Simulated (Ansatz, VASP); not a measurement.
## Eu: VASP beside Ansatz

Contents of INCAR:

```
ALGO = Normal ; EDIFF = 1E-6
ENCUT = 520 ; GGA = PS
ISIF = 2 ; ISMEAR = -1
ISPIN = 2 ; LASPH = True
LCHARG = True ; LELF = True
LMAXMIX = 6 ; LORBIT = 11
LREAL = False ; LVHAR = True
LWAVE = False ; MAGMOM = 7
NBANDS = 18 ; NELM = 150
NUPDOWN = 7.0 ; PREC = Accurate
SIGMA = 0.05
```

KPOINTS

```
k-points
0
Gamma
  7 7 7
```

Contents of POSCAR:

```
Eu
1.0
   -2.3030000000      2.3030000000      2.3030000000
    2.3030000000     -2.3030000000      2.3030000000
    2.3030000000      2.3030000000     -2.3030000000
Eu
1
Direct
    0.0000000000      0.0000000000      0.0000000000
```

input.yaml

```yaml
crystal:
  lattice:
    - [-2.303, 2.303, 2.303]
    - [2.303, -2.303, 2.303]
    - [2.303, 2.303, -2.303]
  atoms:
    - { symbol: Eu, position: [0.0, 0.0, 0.0], spin: 7.0 }
hamiltonian:
  xc: pbesol
  pseudopotentials: { kind: paw }
magnetization:
  spin_polarized: true
  initial_magnetization: 7.0
  spin_locking: { lock_magnetization: hard }
kpoints:
  mp_grid: { grid: [7, 7, 7] }
scf:
  occupations: { method: fermi_dirac, width: 0.05 }
  lower_state_search: "off"
output:
  forces: true
  stress: true
  eigenvalues: true
```

Alike in both runs: task single point; functional PBEsol; k mesh 7 × 7 × 7; occupations fermi-dirac, width 0.05 eV; collinear spin; fixed moment 7 μB.

```csv
,VASP,Ansatz
version,VASP 6.6.1,Ansatz 0.2.0
potentials or method,"VASP PAW PBE potentials, release 64 (Eu)",Ansatz PAW
plane-wave cutoff (eV),520,420
valence electrons in the cell,17,17
```

|  | VASP | Ansatz | Ansatz less VASP |
| --- | --- | --- | --- |
| pressure (GPa) | -3.0 | -2.7 | +0.30 |
| net moment per atom (μB) | 7.00 | 7.00 | 0.000 |
| size of the moment on the site where the two differ most (μB) | 6.63 | 6.91 | +0.286 |

VASP's potentials were made for PBE, not for PBEsol. Site moments also hang on the region over which each program counts them. The functional is the same, so the differences come from potentials, cutoffs and numerics.

Spin-orbit coupling is off throughout.
